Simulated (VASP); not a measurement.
# TiTe2 (P-3m1) in VASP: further runs, part 2 of 2

VASP 6.6.1.

### 4 Single point, PBE

INCAR reads:

```
PREC     = Accurate       # precision mode
ENCUT    = 520            # plane-wave cutoff, eV
EDIFF    = 1E-6           # SCF threshold, eV
ISMEAR   = 0              # smearing method
SIGMA    = 0.023          # smearing width, eV
LREAL    = F              # projectors in reciprocal space
LASPH    = T              # aspherical terms in the spheres
NELM     = 80             # most SCF steps
ALGO     = Normal         # electronic algorithm
ISIF     = 2              # what is computed and relaxed
LWAVE    = F              # write WAVECAR
LCHARG   = T              # write CHGCAR
GGA      = PE             # functional
LELF     = T              # ELF
LVHAR    = T            
NBANDS   = 19             # bands
```

KPOINTS reads:

```
Automatic mesh
0
Gamma
  8 8 4
```

POSCAR reads:

```
TiTe2
1.0
    3.7770000000      0.0000000000      0.0000000000
   -1.8885000000      3.2709779501      0.0000000000
    0.0000000000      0.0000000000      6.4980000000
Te Ti
2 1
Direct
    0.3333333333      0.6666666667      0.7372000000
    0.6666666667      0.3333333333      0.2628000000
    0.0000000000      0.0000000000      0.0000000000
```

Potentials or basis: VASP PAW PBE potentials, release 64 (Te, Ti_sv).

Started as:

```sh
$ cat potpaw_PBE.64/Te/POTCAR potpaw_PBE.64/Ti_sv/POTCAR > POTCAR
$ mpirun -np 1 vasp_std > vasp.out
```

OUTCAR:

```text
PREC = Accurate
   ENCUT = 520
   EDIFF = 1E-6
   ISMEAR = 0
   LREAL = F
   LASPH = T
   NELM = 80
   ISIF = 2
   GGA = PE

 ion  position               nearest neighbor table
   1  0.333  0.667  0.737-   3 2.77   3 2.77   3 2.77
   2  0.667  0.333  0.263-   3 2.77   3 2.77   3 2.77
   3  0.000  0.000  0.000-   1 2.77   2 2.77   2 2.77   1 2.77   2 2.77   1 2.77

  LATTYP: Found a hexagonal cell.
 ALAT       =     3.7770000000
 C/A-ratio  =     1.7204130262

  Lattice vectors:

 A1 = (   3.7770000000,   0.0000000000,   0.0000000000)
 A2 = (  -1.8885000000,   3.2709779501,   0.0000000000)
 A3 = (   0.0000000000,   0.0000000000,   6.4980000000)

Analysis of symmetry for initial positions (statically):
=====================================================================
 Subroutine PRICEL returns:
 Original cell was already a primitive cell.

 Routine SETGRP: Setting up the symmetry group for a
 hexagonal supercell.

[... 163 lines left out ...]
  ---------------------------------------------------
  free energy    TOTEN  =       -16.20928506 eV

  energy without entropy =      -16.20856427  energy(sigma->0) =      -16.20892466

 E-fermi :   6.7828     XC(G=0):  -9.8602

 val. band max:        6.7717569081   @ k =   0.5000   0.0000   0.2500
 cond. band min:       6.7879371306   @ k =   0.1250   0.0000   0.2500
 fundamental gap:      0.0161802225
 Fermi energy:         6.7828478665

 k-point     1 :       0.0000    0.0000    0.0000
  band No.  band energies     occupation
      1     -50.6669      2.00000
      2     -26.9221      2.00000
      3     -26.9221      2.00000
      4     -26.8887      2.00000
      5      -5.5822      2.00000
      6      -4.0794      2.00000
[... 505 lines left out ...]
      6      -3.5613      2.00000
[... 11 lines left out ...]
     18      12.0873      0.00000
     19      12.8454      0.00000

 [... further k-points ...]

------------------------ aborting loop because EDIFF is reached ----------------------------------------

  FORCE on cell =-STRESS in cart. coord.  units (eV):
  Direction    XX          YY          ZZ          XY          YZ          ZX
  --------------------------------------------------------------------------------------
  -------------------------------------------------------------------------------------
  Total        0.3476304      0.3476304      0.6218735      0.0000000      0.0000000      0.0000000
  in kB        6.9378359      6.9378359     12.4110434      0.0000000      0.0000000      0.0000000
  external PRESSURE =       8.7622384 kB  Pullay stress =       0.0000000 kB

 VOLUME and BASIS-vectors are now :
 -----------------------------------------------------------------------------
  energy-cutoff  :      520.00
  volume of cell :       80.28
      direct lattice vectors                 reciprocal lattice vectors
     3.777000000  0.000000000  0.000000000     0.264760392  0.152859484  0.000000000
    -1.888500000  3.270977950  0.000000000     0.000000000  0.305718967  0.000000000
     0.000000000  0.000000000  6.498000000     0.000000000  0.000000000  0.153893506

 POSITION                                       TOTAL-FORCE (eV/Angst)
 -----------------------------------------------------------------------------------
     -0.00000      2.18065      4.79033        -0.000000      0.000000     -0.018349
      1.88850      1.09033      1.70767         0.000000     -0.000000      0.018349
      0.00000      0.00000      0.00000        -0.000000      0.000000      0.000000
 -----------------------------------------------------------------------------------
    total drift:                                0.000000     -0.000000     -0.000000

  FREE ENERGIE OF THE ION-ELECTRON SYSTEM (eV)
  ---------------------------------------------------
  free  energy   TOTEN  =       -16.2092850608 eV

  energy  without entropy=      -16.2085642654  energy(sigma->0) =      -16.20892466
```

stdout:

```text
POSCAR found type information on POSCAR TeTi
 POSCAR found :  2 types and       3 ions
 scaLAPACK will be used
 LDA part: xc-table for (Slater+PW92), standard interpolation
 POSCAR, INCAR and KPOINTS ok, starting setup
 FFT: planning ... GRIDC
 FFT: planning ... GRID_SOFT
 FFT: planning ... GRID
 WAVECAR not read
 entering main loop
```

It took 36 s on 1 thread of Intel Xeon Platinum 8488C (Sapphire Rapids), shared host; peak memory 0.21 GiB.

Results:

| Property | Result |
| --- | --- |
| Free energy | -16.2093 eV |
| Pressure | 0.9 GPa |
| Largest force | 0.018 eV/Å |
| Band gap on the k mesh | zero (bands 12 and 13 overlap by 0.66 eV) |

Forces on the atoms (eV/Å):
```
Te   0.000  0.000 -0.018
Te   0.000  0.000  0.018
Ti   0.000  0.000  0.000
```

Stress tensor (GPa, compression positive):
```
0.69 0.00 0.00
0.00 0.69 0.00
0.00 0.00 1.24
```

Levels at points of the mesh, in eV from the Fermi level:
| k point | band 9 | band 10 | band 11 | band 12 | band 13 | band 14 | band 15 | band 16 |
| --- | --- | --- | --- | --- | --- | --- | --- | --- |
| (0.00, 0.00, 0.00) | -1.65 | 0.38 | 0.43 | 0.43 | 0.61 | 1.11 | 1.11 | 3.09 |
| (0.50, 0.00, 0.00) | -2.68 | -2.36 | -1.72 | -1.10 | 0.05 | 1.18 | 1.51 | 2.44 |
| (0.00, 0.00, 0.50) | -1.57 | -1.57 | 0.42 | 0.42 | 0.79 | 0.79 | 1.06 | 3.52 |
| (0.50, 0.00, 0.50) | -2.37 | -1.99 | -0.94 | -0.57 | -0.24 | 1.18 | 1.49 | 2.64 |

Caveat: spin-orbit coupling is left out, which moves the levels of the heavy elements; this functional lacks dispersion, which binds layers or chains, so the pressure and a relaxed spacing across them are unreliable.

### 5 Single point, PBE

INCAR reads:

```
SYSTEM = TiTe2
ALGO     = Normal         ! electronic algorithm
EDIFF    = 1E-7           ! SCF threshold, eV
ENCUT    = 520            ! plane-wave cutoff, eV
GGA      = PE             ! functional
ISIF     = 2              ! what is computed and relaxed
ISMEAR   = 0              ! smearing method
LASPH    = .TRUE.         ! aspherical terms in the spheres
LCHARG   = .FALSE.        ! write CHGCAR
LREAL    = .FALSE.        ! projectors in reciprocal space
LWAVE    = .FALSE.        ! write WAVECAR
NBANDS   = 19             ! bands
NELM     = 100            ! most SCF steps
PREC     = Accurate       ! precision mode
SIGMA    = 0.024          ! smearing width, eV
```

KPOINTS reads:

```
k-points
0
G
  8 8 4
  0 0 0
```

POSCAR is that of step 4.

Started as:

```sh
$ cat potpaw_PBE.64/Te/POTCAR potpaw_PBE.64/Ti_sv/POTCAR > POTCAR
$ mpirun -np 1 vasp_std > vasp.out
```

It took 38 s on 1 thread of Intel Xeon Platinum 8488C (Sapphire Rapids), shared host; peak memory 0.21 GiB.

The run converged. Its results:

* Free energy: -16.2093 eV
* Pressure: 0.9 GPa
* Largest force: 0.018 eV/Å
* Band gap on the k mesh: zero (bands 12 and 13 overlap by 0.66 eV)

Forces in eV/Å, atoms in the order of the input:
```
Te   0.000  0.000 -0.018
Te   0.000  0.000  0.018
Ti   0.000  0.000  0.000
```

Stress tensor (GPa, compression positive):
```
0.70 0.00 0.00
0.00 0.70 0.00
0.00 0.00 1.24
```

Levels at points of the mesh, in eV from the Fermi level:
| k point | band 8 | band 9 | band 10 | band 11 | band 12 | band 13 | band 14 | band 15 | band 16 | band 17 |
| --- | --- | --- | --- | --- | --- | --- | --- | --- | --- | --- |
| (0.00, 0.00, 0.00) | -1.65 | -1.65 | 0.38 | 0.43 | 0.43 | 0.61 | 1.11 | 1.11 | 3.09 | 3.09 |
| (0.50, 0.00, 0.00) | -3.65 | -2.68 | -2.36 | -1.72 | -1.10 | 0.05 | 1.18 | 1.51 | 2.44 | 3.38 |
| (0.00, 0.00, 0.50) | -2.61 | -1.57 | -1.57 | 0.42 | 0.42 | 0.79 | 0.79 | 1.06 | 3.52 | 3.52 |
| (0.50, 0.00, 0.50) | -4.50 | -2.37 | -1.99 | -0.94 | -0.57 | -0.24 | 1.18 | 1.49 | 2.64 | 3.52 |

Caveat: spin-orbit coupling is left out, which moves the levels of the heavy elements; this functional lacks dispersion, which binds layers or chains, so the pressure and a relaxed spacing across them are unreliable.

### 6 Summary

```tsv
smearing	gap on the mesh (eV)	pressure (GPa)	largest force (eV/Å)
gaussian 0.021 eV	none	0.9	0.02
gaussian 0.022 eV	none	0.9	0.02
gaussian 0.023 eV	none	0.9	0.02
gaussian 0.024 eV	none	0.9	0.02
```

Alike in all rows: task single point; level PBE; potentials or basis VASP PAW PBE potentials, release 64 (Te, Ti_sv); no spin polarisation; cell as given; k mesh 8 × 8 × 4; cutoff (eV) 520.

Caveats: spin-orbit coupling is left out, which moves the levels of the heavy elements; this functional lacks dispersion, which binds layers or chains, so the pressure and a relaxed spacing across them are unreliable.

Total energies depend on the potentials used, so only differences within one code and one set of settings carry meaning.
